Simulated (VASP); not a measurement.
# Pd (Fm-3m) in VASP: notebook

Runs on Pd. Level: PBEsol. Tasks: single point, relaxation of cell and atoms.

All numbers are computed with VASP 6.6.1; they aren't measurements. Logs are shortened: lines on timing, memory, paths and dates and some standing lists are left out, and cuts for length are marked.

## (1) The cell of the first run

It takes space group Fm-3m (No. 225, cubic). The conventional cell has a = 3.726 Å, b = 3.726 Å, c = 3.726 Å, α = 90.00°, β = 90.00°, γ = 90.00°. Pd (site symmetry m-3m) has 12 Pd at 2.63 Å within 3.5 Å.

## (2) Single point, PBEsol

INCAR

```
  ALGO = Normal
  EDIFF = 1E-7
  ENCUT = 520
  GGA = PS
  ISIF = 2
  ISMEAR = 0
  LASPH = T
  LCHARG = T
  LELF = T
  LREAL = F
  LVHAR = T
  LWAVE = F
  NBANDS = 11
  NELM = 60
  PREC = Accurate
  SIGMA = 0.1
```

KPOINTS

```
k-points
0
Gamma
  8 8 8
```

POSCAR

```
Pd
1.0
    0.0000000000      1.8627904440      1.8627904440
    1.8627904440      0.0000000000      1.8627904440
    1.8627904440      1.8627904440      0.0000000000
Pd
1
Direct
    0.0000000000      0.0000000000      0.0000000000
```

Potentials or basis: VASP PAW PBE potentials, release 64 (Pd).

Started as:

```console
cat potpaw_PBE.64/Pd/POTCAR > POTCAR
mpirun -np 1 vasp_std > vasp.out
```

OUTCAR:

```text
EDIFF = 1E-7
   ENCUT = 520
   GGA = PS
   ISIF = 2
   ISMEAR = 0
   LASPH = T
   LREAL = F
   NELM = 60
   PREC = Accurate

 ion  position               nearest neighbor table
   1  0.000  0.000  0.000-

  LATTYP: Found a face centered cubic cell.
 ALAT       =     3.7255808880

  Lattice vectors:

 A1 = (   0.0000000000,   1.8627904440,   1.8627904440)
 A2 = (   1.8627904440,   0.0000000000,   1.8627904440)
 A3 = (   1.8627904440,   1.8627904440,   0.0000000000)

Analysis of symmetry for initial positions (statically):
[... 5 lines left out ...]
 face centered cubic supercell.

 Subroutine GETGRP returns: Found 48 space group operations
 (whereof 48 operations were pure point group operations)
 out of a pool of 48 trial point group operations.

The static configuration has the point symmetry O_h .

Analysis of symmetry for dynamics (positions and initial velocities):
[... 5 lines left out ...]
 face centered cubic supercell.

 Subroutine GETGRP returns: Found 48 space group operations
 (whereof 48 operations were pure point group operations)
 out of a pool of 48 trial point group operations.

The dynamic configuration has the point symmetry O_h .

 Subroutine INISYM returns: Found 48 space group operations
 (whereof 48 operations are pure point group operations),
 and found     1 'primitive' translations

----------------------------------------------------------------------------------------

                                     Primitive cell

  volume of cell :      12.9277

  direct lattice vectors                    reciprocal lattice vectors
     0.000000000  1.862790444  1.862790444    -0.268414518  0.268414518  0.268414518
     1.862790444  0.000000000  1.862790444     0.268414518 -0.268414518  0.268414518
     1.862790444  1.862790444  0.000000000     0.268414518  0.268414518 -0.268414518

  length of vectors
     2.634383510  2.634383510  2.634383510     0.464907583  0.464907583  0.464907583

  position of ions in fractional coordinates (direct lattice)
     0.000000000  0.000000000  0.000000000

  ion indices of the primitive-cell ions
   primitive index   ion index
                 1           1

----------------------------------------------------------------------------------------

 KPOINTS: k-points

Automatic generation of k-mesh.
 Grid dimensions read from file:
 generate k-points for:    8    8    8

 Generating k-lattice:

  Cartesian coordinates                     Fractional coordinates (reciprocal lattice)
    -0.033551815  0.033551815  0.033551815     0.125000000  0.000000000  0.000000000
     0.033551815 -0.033551815  0.033551815     0.000000000  0.125000000  0.000000000
     0.033551815  0.033551815 -0.033551815     0.000000000  0.000000000  0.125000000

  Length of vectors
     0.058113448  0.058113448  0.058113448

  Shift w.r.t. Gamma in fractional coordinates (k-lattice)
     0.000000000  0.000000000  0.000000000

 Subroutine IBZKPT returns following result:
 ===========================================

 Found     29 irreducible k-points:

 Following reciprocal coordinates:
            Coordinates               Weight
  0.000000  0.000000  0.000000      1.000000
  0.125000  0.000000  0.000000      8.000000
  0.250000  0.000000  0.000000      8.000000
  0.375000  0.000000  0.000000      8.000000
  0.500000  0.000000  0.000000      4.000000
  0.125000  0.125000  0.000000      6.000000
[... 16 lines left out ...]
  0.500000  0.250000  0.125000     48.000000
 -0.375000  0.250000  0.125000     24.000000
 [... further k-points ...]
   k-points           NKPTS =     29   k-points in BZ     NKDIM =     29   number of bands    NBANDS=     11
   number of dos      NEDOS =    301   number of ions     NIONS =      1
   total plane-waves  NPLWV =   8000
   dimension x,y,z NGX =    20 NGY =   20 NGZ =   20
   dimension x,y,z NGXF=    40 NGYF=   40 NGZF=   40
   ions per type =               1
   NGX,Y,Z   is equivalent  to a cutoff of  12.62, 12.62, 12.62 a.u.
   NGXF,Y,Z  is equivalent  to a cutoff of  25.24, 25.24, 25.24 a.u.
 SYSTEM =  unknown system
   PREC   = accura    normal or accurate (medium, high low for compatibility)
   ISTART =      0    job   : 0-new  1-cont  2-samecut
   ICHARG =      2    charge: 1-file 2-atom 10-const
   ISPIN  =      1    spin polarized calculation?
   LNONCOLLINEAR =      F non collinear calculations
   LSORBIT =      F    spin-orbit coupling
   LASPH  =      T    aspherical Exc in radial PAW
   ENCUT  =  520.0 eV  38.22 Ry    6.18 a.u.   4.90  4.90  4.90*2*pi/ulx,y,z
   NELM   =     60;   NELMIN=  2; NELMDL= -5     # of ELM steps
   EDIFF  = 0.1E-06   stopping-criterion for ELM
   LREAL  =      F    real-space projection
   EDIFFG = 0.1E-05   stopping-criterion for IOM
   NSW    =      0    number of steps for IOM
   IBRION =     -1    ionic relax: 0-MD 1-quasi-New 2-CG
   NFREE  =      0    steps in history (QN), initial steepest desc. (CG)
   ISIF   =      2    stress and relaxation
[... 46 lines left out ...]
 cond. band min:      12.1652859984   @ k =   0.3750   0.1250   0.0000
 fundamental gap:      0.0516243283
 Fermi energy:        12.1522296400

 k-point     1 :       0.0000    0.0000    0.0000
  band No.  band energies     occupation
      1       3.7071      2.00000
      2       8.5399      2.00000
      3       8.5399      2.00000
      4       8.5399      2.00000
      5      10.5593      2.00000
      6      10.5593      2.00000
      7      29.1184      0.00000
      8      34.6558      0.00000
      9      34.6558      0.00000
     10      34.6558      0.00000
     11      37.7090      0.00000

 k-point     2 :       0.1250    0.0000    0.0000
  band No.  band energies     occupation
      1       4.3214      2.00000
      2       8.3206      2.00000
      3       8.7507      2.00000
      4       8.7507      2.00000
      5      10.4675      2.00000
      6      10.4675      2.00000
      7      29.8541      0.00000
      8      31.8830      0.00000
      9      35.5025      0.00000
     10      35.5025      0.00000
     11      37.7412      0.00000

 k-point     3 :       0.2500    0.0000    0.0000
  band No.  band energies     occupation
      1       5.5326      2.00000
      2       8.4747      2.00000
      3       8.8947      2.00000
      4       8.8947      2.00000
      5      10.7276      2.00000
      6      10.7276      2.00000
      7      27.5771      0.00000
      8      30.5386      0.00000
      9      37.3342      0.00000
     10      37.3342      0.00000
     11      37.7074      0.00000

 k-point     4 :       0.3750    0.0000    0.0000
  band No.  band energies     occupation
      1       5.7028      2.00000
      2       8.6219      2.00000
      3       8.6219      2.00000
      4      10.6944      2.00000
      5      11.5967      2.00000
      6      11.5967      2.00000
      7      23.1274      0.00000
      8      29.1957      0.00000
      9      35.5987      0.00000
     10      35.5987      0.00000
     11      37.7308      0.00000

 k-point     5 :       0.5000    0.0000    0.0000
  band No.  band energies     occupation
      1       5.5781      2.00000
      2       8.4683      2.00000
      3       8.4683      2.00000
      4      12.0673      1.77021
      5      12.0673      1.77020
      6      12.6541      0.00000
      7      20.4692      0.00000
      8      28.5128      0.00000
      9      34.3018      0.00000
     10      34.3018      0.00000
     11      37.7389      0.00000
[... 211 lines left out ...]
 k-point    21 :       0.5000    0.5000    0.0000
  band No.  band energies     occupation
      1       5.3753      2.00000
      2       5.7389      2.00000
      3      12.0363      1.89878
      4      12.4674      0.00001
      5      12.4674      0.00001
      6      15.2898      0.00000
      7      24.2335      0.00000
      8      25.8616      0.00000
      9      25.8616      0.00000
     10      35.4457      0.00000
     11      35.7699      0.00000

 k-point    22 :       0.3750    0.2500    0.1250
  band No.  band energies     occupation
      1       6.6488      2.00000
      2       7.2660      2.00000
      3       8.5679      2.00000
      4      10.1213      2.00000
      5      10.3404      2.00000
      6      12.3665      0.00244
      7      28.0742      0.00000
      8      29.2813      0.00000
      9      32.4668      0.00000
     10      34.8886      0.00000
     11      37.7099      0.00000

 k-point    23 :       0.5000    0.2500    0.1250
  band No.  band energies     occupation
      1       6.7562      2.00000
      2       7.7569      2.00000
      3       8.3001      2.00000
      4       9.8819      2.00000
      5      11.4129      2.00000
      6      14.8145      0.00000
      7      23.7686      0.00000
      8      28.2986      0.00000
      9      30.4117      0.00000
     10      35.3657      0.00000
     11      37.7674      0.00000

 k-point    24 :      -0.3750    0.2500    0.1250
  band No.  band energies     occupation
      1       6.6844      2.00000
      2       7.5162      2.00000
      3       8.9938      2.00000
      4       9.5947      2.00000
      5      11.8879      1.99981
      6      17.2642      0.00000
      7      20.3647      0.00000
      8      28.5924      0.00000
      9      29.3203      0.00000
     10      34.2011      0.00000
     11      37.7620      0.00000

 [... further k-points ...]
[... 5 lines left out ...]
  --------------------------------------------------------------------------------------
  -------------------------------------------------------------------------------------
  Total        2.7341643      2.7341643      2.7341643     -0.0000000     -0.0000000      0.0000000
  in kB      338.8544438    338.8544438    338.8544438     -0.0000000     -0.0000000      0.0000000
  external PRESSURE =     338.8544438 kB  Pullay stress =       0.0000000 kB

 VOLUME and BASIS-vectors are now :
 -----------------------------------------------------------------------------
  energy-cutoff  :      520.00
  volume of cell :       12.93
      direct lattice vectors                 reciprocal lattice vectors
     0.000000000  1.862790444  1.862790444    -0.268414518  0.268414518  0.268414518
     1.862790444  0.000000000  1.862790444     0.268414518 -0.268414518  0.268414518
     1.862790444  1.862790444  0.000000000     0.268414518  0.268414518 -0.268414518

 POSITION                                       TOTAL-FORCE (eV/Angst)
 -----------------------------------------------------------------------------------
      0.00000      0.00000      0.00000         0.000000      0.000000      0.000000
 -----------------------------------------------------------------------------------
    total drift:                                0.000000      0.000000      0.000000

  FREE ENERGIE OF THE ION-ELECTRON SYSTEM (eV)
  ---------------------------------------------------
  free  energy   TOTEN  =        -5.7847075048 eV

  energy  without entropy=       -5.7718470283  energy(sigma->0) =       -5.77827727
```

Wall time 2.7 s (1 thread of Intel Xeon 6975P-C (Granite Rapids), shared host); peak memory 0.12 GiB.

What came out:

- Free energy: -5.7847 eV
- Pressure: 33.9 GPa
- Band gap on the k mesh: zero (band 5 reaches 12.47 eV, above the bottom of band 6 at 10.47 eV)

Caveat: the k points lie up to 0.37 Å⁻¹ apart; the PAW data sets were made with another functional, which shifts forces and pressure a little.

## (3) Single point, PBEsol

This run uses another cell than the first one, of 14.53 Å³/atom, 1.124 times its volume.

INCAR

```
PREC     = Accurate       # precision mode
ENCUT    = 520            # plane-wave cutoff, eV
EDIFF    = 1E-6           # SCF threshold, eV
ISMEAR   = 0              # smearing method
SIGMA    = 0.1            # smearing width, eV
LREAL    = F              # projectors in reciprocal space
LASPH    = T              # aspherical terms in the spheres
NELM     = 60             # most SCF steps
ALGO     = Fast           # electronic algorithm
ISIF     = 2              # what is computed and relaxed
LWAVE    = F              # write WAVECAR
LCHARG   = F              # write CHGCAR
GGA      = PS             # functional
NBANDS   = 11             # bands
```

KPOINTS

```
Automatic mesh
0
Gamma
  10 10 10
```

POSCAR

```
Pd
1.0
    0.0000000000      1.9368361270      1.9368361270
    1.9368361270      0.0000000000      1.9368361270
    1.9368361270      1.9368361270      0.0000000000
Pd
1
Direct
    0.0000000000      0.0000000000      0.0000000000
```

Potentials or basis: VASP PAW PBE potentials, release 64 (Pd).

Started as:

```console
cat potpaw_PBE.64/Pd/POTCAR > POTCAR
mpirun -np 1 vasp_std > vasp.out
```

Wall time 3.9 s (1 thread of Intel Xeon 6975P-C (Granite Rapids), shared host); peak memory 0.12 GiB.

Results (log left out):

* Free energy: -5.9785 eV
* Pressure: -0.3 GPa
* Band gap on the k mesh: zero (band 5 reaches 10.19 eV, above the bottom of band 6 at 8.58 eV)

Levels at points of the mesh, in eV from the Fermi level:
| k point | band 2 | band 3 | band 4 | band 5 | band 6 | band 7 | band 8 | band 9 |
| --- | --- | --- | --- | --- | --- | --- | --- | --- |
| (0.00, 0.00, 0.00) | -2.94 | -2.94 | -2.94 | -1.27 | -1.27 | 17.11 | 21.96 | 21.96 |
| (0.50, 0.00, 0.00) | -2.98 | -2.98 | -0.03 | -0.03 | 0.86 | 7.37 | 16.47 | 21.14 |
| (0.50, 0.50, 0.00) | -5.27 | -0.05 | 0.29 | 0.29 | 3.23 | 10.85 | 13.17 | 13.17 |

Caveat: the PAW data sets were made with another functional, which shifts forces and pressure a little.

## (4) Relaxation of cell and atoms, PBEsol

INCAR

```
SYSTEM = Pd
ALGO = Normal ; EDIFF = 1E-6
EDIFFG = -0.05 ; ENCUT = 600
GGA = PS ; IBRION = 2
ISIF = 3 ; ISMEAR = 0
LASPH = .TRUE. ; LCHARG = .FALSE.
LREAL = .FALSE. ; LWAVE = .FALSE.
NELM = 80 ; NSW = 80
PREC = Accurate ; SIGMA = 0.1
```

KPOINTS

```
k-points
0
G
  10 10 10
  0 0 0
```

POSCAR

```
Pd
1.0
    0.0000000000      1.8627904440      1.8627904440
    1.8627904440      0.0000000000      1.8627904440
    1.8627904440      1.8627904440      0.0000000000
Pd
1
Direct
    0.0000000000      0.0000000000      0.0000000000
```

Started as:

```console
cat potpaw_PBE.64/Pd/POTCAR > POTCAR
mpirun -np 1 vasp_std > vasp.out
```

Wall time 9.2 s (1 thread of Intel Xeon 6975P-C (Granite Rapids), shared host); peak memory 0.15 GiB.

It converged, with:

```yaml
Free_energy: -5.9771 eV
Relaxed_volume: 14.54 Å³/atom
Relaxed_cell: a = 2.740 Å, b = 2.740 Å, c = 2.740 Å, α = 60.00°, β = 60.00°, γ = 60.00°
Space_group_after_relaxing_to_0.05_Å: Fm-3m (No. 225)
Energy_gained_by_relaxing: 142.5 meV/atom
Ionic_steps: 4
Pressure_after_relaxing: -0.4 GPa
Band_gap_on_the_k_mesh: zero (band 5 reaches 10.18 eV, above the bottom of band 6 at 8.57 eV)
```

The path:
| step | energy change (eV) | largest force (eV/Å) | pressure (GPa) | volume (Å³) |
| --- | --- | --- | --- | --- |
| 1 | 0.0000 | 0.0000 | 32.61 | 12.93 |
| 2 | 0.2712 | 0.0000 | -25.18 | 18.50 |
| 3 | -0.1416 | 0.0000 | -1.96 | 14.66 |
| 4 | -0.1425 | 0.0000 | -0.44 | 14.54 |

Final structure:
```yaml
crystal:
  lattice:
    - [0.00000, 1.93723, 1.93723]
    - [1.93723, 0.00000, 1.93723]
    - [1.93723, 1.93723, 0.00000]
  atoms:
    - { symbol: Pd, position: [0.00000, 0.00000, 0.00000] }
```

Levels at points of the mesh, in eV from the Fermi level:
| k point | band 2 | band 3 | band 4 | band 5 | band 6 | band 7 | band 8 | band 9 |
| --- | --- | --- | --- | --- | --- | --- | --- | --- |
| (0.00, 0.00, 0.00) | -2.93 | -2.93 | -2.93 | -1.26 | -1.26 | 17.11 | 21.96 | 21.96 |
| (0.50, 0.00, 0.00) | -2.98 | -2.98 | -0.03 | -0.03 | 0.87 | 7.36 | 16.47 | 21.13 |
| (0.50, 0.50, 0.00) | -5.27 | -0.05 | 0.29 | 0.29 | 3.23 | 10.84 | 13.17 | 13.17 |

Caveat: the PAW data sets were made with another functional, which shifts forces and pressure a little.

## (5) Single point, PBEsol

This run uses another cell than the first one, of 14.55 Å³/atom, 1.125 times its volume.

INCAR

```
PREC = Accurate
ENCUT = 520
EDIFF = 1E-7
ISMEAR = 0
SIGMA = 0.1
LREAL = False
LASPH = True
NELM = 60
ALGO = Fast
ISIF = 2
LWAVE = False
LCHARG = False
GGA = PS
NBANDS = 11
```

KPOINTS

```
regular mesh
0
Gamma
  18 18 18
```

POSCAR

```
Pd
1.0
    0.0000000000      1.9375088607      1.9375088607
    1.9375088607      0.0000000000      1.9375088607
    1.9375088607      1.9375088607      0.0000000000
Pd
1
Direct
    0.0000000000      0.0000000000      0.0000000000
```

Started as:

```console
cat potpaw_PBE.64/Pd/POTCAR > POTCAR
mpirun -np 1 vasp_std > vasp.out
```

It took 12 s on 1 thread of Intel Xeon 6975P-C (Granite Rapids), shared host; peak memory 0.14 GiB.

The run converged. Its results:

```
Free energy            : -5.9695 eV
Pressure               : -0.3 GPa
Band gap on the k mesh : zero (band 5 reaches 10.16 eV, above the bottom of band 6 at 8.54 eV)
```

Levels at points of the mesh, in eV from the Fermi level:
```tsv
k point	band 1	band 2	band 3	band 4	band 5	band 6	band 7	band 8	band 9	band 10
(0.00, 0.00, 0.00)	-7.35	-2.92	-2.92	-2.92	-1.25	-1.25	17.13	21.98	21.98	21.98
(0.50, 0.00, 0.00)	-5.46	-2.97	-2.97	-0.02	-0.02	0.89	7.37	16.49	21.14	21.14
(0.50, 0.50, 0.00)	-5.55	-5.25	-0.04	0.30	0.30	3.25	10.86	13.18	13.18	21.68
```

Caveat: the PAW data sets were made with another functional, which shifts forces and pressure a little.

## (6) Relaxation of cell and atoms, PBEsol

This run uses another cell than the first one, of 14.53 Å³/atom, 1.124 times its volume.

INCAR

```
PREC     = Accurate       # precision mode
ENCUT    = 600            # plane-wave cutoff, eV
EDIFF    = 1E-7           # SCF threshold, eV
ISMEAR   = 0              # smearing method
SIGMA    = 0.1            # smearing width, eV
LREAL    = F              # projectors in reciprocal space
LASPH    = T              # aspherical terms in the spheres
NELM     = 100            # most SCF steps
ALGO     = Normal         # electronic algorithm
ISIF     = 3              # what is computed and relaxed
LWAVE    = F              # write WAVECAR
LCHARG   = F              # write CHGCAR
GGA      = PS             # functional
IBRION   = 2              # ionic algorithm
NSW      = 80             # ionic steps
EDIFFG   = -0.01          # ionic threshold
```

KPOINTS is that of step 5.

POSCAR

```
Pd
1.0
    0.0000000000      1.9368361270      1.9368361270
    1.9368361270      0.0000000000      1.9368361270
    1.9368361270      1.9368361270      0.0000000000
Pd
1
Direct
    0.0000000000      0.0000000000      0.0000000000
```

Potentials or basis: VASP PAW PBE potentials, release 64 (Pd).

Started as:

```console
cat potpaw_PBE.64/Pd/POTCAR > POTCAR
mpirun -np 1 vasp_std > vasp.out
```

Wall time 18 s (1 thread of Intel Xeon 6975P-C (Granite Rapids), shared host); peak memory 0.16 GiB.

Results (log left out):

```yaml
Free_energy: -5.9699 eV
Relaxed_volume: 14.52 Å³/atom
Relaxed_cell: a = 2.738 Å, b = 2.738 Å, c = 2.738 Å, α = 60.00°, β = 60.00°, γ = 60.00°
Space_group_after_relaxing_to_0.05_Å: Fm-3m (No. 225)
Energy_gained_by_relaxing: 0.0 meV/atom
Ionic_steps: 3
Pressure_after_relaxing: 0.0 GPa
Band_gap_on_the_k_mesh: zero (band 5 reaches 10.20 eV, above the bottom of band 6 at 8.57 eV)
```

Final structure:
```cif
data_structure
_symmetry_space_group_name_H-M 'P 1'
_symmetry_Int_Tables_number 1
_cell_length_a 2.7383
_cell_length_b 2.7383
_cell_length_c 2.7383
_cell_angle_alpha 60.000
_cell_angle_beta 60.000
_cell_angle_gamma 60.000
_cell_volume 14.52
loop_
_atom_site_label
_atom_site_type_symbol
_atom_site_fract_x
_atom_site_fract_y
_atom_site_fract_z
_atom_site_occupancy
Pd1 Pd 0.00000 0.00000 0.00000 1
```

Levels at points of the mesh, in eV from the Fermi level:
```
           k point  band 1  band 2  band 3  band 4  band 5  band 6  band 7  band 8  band 9
(0.00, 0.00, 0.00)   -7.37   -2.93   -2.93   -2.93   -1.26   -1.26   17.13   21.99   21.99
(0.50, 0.00, 0.00)   -5.47   -2.98   -2.98   -0.02   -0.02    0.88    7.39   16.49   21.16
(0.50, 0.50, 0.00)   -5.56   -5.27   -0.04    0.30    0.30    3.25   10.88   13.20   13.20
```

Caveat: the PAW data sets were made with another functional, which shifts forces and pressure a little.

## (7) Overview

```csv
task,cell,k mesh,cutoff (eV),gap on the mesh (eV),pressure (GPa),relaxed volume (Å³/atom)
single point,"a = 2.634 Å, angles 60.0°, 1 atom",8 × 8 × 8,520,none,33.9,-
single point,"a = 2.739 Å, angles 60.0°, 1 atom",10 × 10 × 10,520,none,-0.3,-
relaxation of cell and atoms,"relaxed from a = 2.634 Å, angles 60.0°, 1 atom",10 × 10 × 10,600,none,-0.4,14.54
single point,"a = 2.740 Å, angles 60.0°, 1 atom",18 × 18 × 18,520,none,-0.3,-
relaxation of cell and atoms,"relaxed from a = 2.739 Å, angles 60.0°, 1 atom",18 × 18 × 18,600,none,0.0,14.52
```

Alike in all rows: level PBEsol; potentials or basis VASP PAW PBE potentials, release 64 (Pd); no spin polarisation; smearing gaussian 0.1 eV.

Caveats: some runs use coarse meshes; the PAW data sets were made with another functional, which shifts forces and pressure a little.

Absolute energies hang on the potentials; compare differences alone.
